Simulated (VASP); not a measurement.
## KCl: single point with PBE

KCl:

```
CELL_PARAMETERS angstrom
3.83447 0.00000 0.00000
0.00000 3.83447 0.00000
0.00000 0.00000 3.83447
ATOMIC_POSITIONS crystal
K 0.00000 0.00000 0.00000
Cl 0.50000 0.50000 0.50000
```

```
Program                : VASP 6.6.1
Task                   : single point
Functional             : PBE
Potentials or basis    : VASP PAW PBE potentials, release 64 (K_sv, Cl)
Cutoff                 : 520 eV
k mesh                 : 6 × 6 × 6
Occupations            : gaussian, width 0.01 eV
Spin                   : no spin polarisation
Dipole correction      : no
Further INCAR settings : ALGO = Normal; EDIFF = 1e-06; NBANDS = 15
```

| Property | Result |
| --- | --- |
| Pressure | 0.0 GPa |
| Band gap on the k mesh | 4.81 eV (least direct gap 5.02 eV) |

Levels at points of the mesh, in eV from the valence-band top:
```tsv
k point	band 6	band 7	band 8	band 9	band 10	band 11
(0.00, 0.00, 0.00)	-0.20	-0.20	-0.20	4.81	6.57	6.57
(0.50, 0.00, 0.00)	-1.76	-0.21	-0.21	7.72	7.91	8.26
(0.50, 0.50, 0.00)	-1.20	-1.20	0.00	6.19	7.29	8.94
(0.50, 0.50, 0.50)	-1.31	-1.31	-1.31	8.82	8.82	8.82
```

It took 16 s on 1 thread of AMD EPYC 7R13 Processor (Zen 3), with other jobs on the host, peak memory 0.14 GiB.

Caveat: the structure was generated, so it needn't be the stable form of KCl. A k mesh can miss the band edges.
